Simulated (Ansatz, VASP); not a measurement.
Two plane-wave programs on SrTiO3

```
Sr Ti O
1.0
     3.90500    0.00000    0.00000
     0.00000    3.90500    0.00000
     0.00000    0.00000    3.90500
Sr Ti O
1 1 3
Direct
  0.00000 0.00000 0.00000
  0.50000 0.50000 0.50000
  0.00000 0.50000 0.50000
  0.50000 0.50000 0.00000
  0.50000 0.00000 0.50000
```

Alike in both runs: task single point; functional HF; k mesh 4 × 4 × 4; occupations gaussian, width 0.05 eV; no spin polarisation.

```csv
,VASP,Ansatz
version,VASP 6.6.1,Ansatz 0.2.0
potentials or method,"VASP PAW PBE potentials, release 64 (Sr_sv, Ti_sv, O), cutoff 520 eV","scalar-relativistic, plane waves, PAW"
valence electrons in the cell,40,40
```

```tsv
	VASP	Ansatz	Ansatz less VASP
gap on the k mesh at the Fermi level (eV)	12.27	12.25	-0.023
least direct gap on the mesh (eV)	12.68	12.66	-0.021
pressure (GPa)	1.0	0.7	-0.36
```

VASP's potentials were made for PBE, not for HF. Ansatz's warnings: stress exchange threshold loose, stress scf threshold loose.
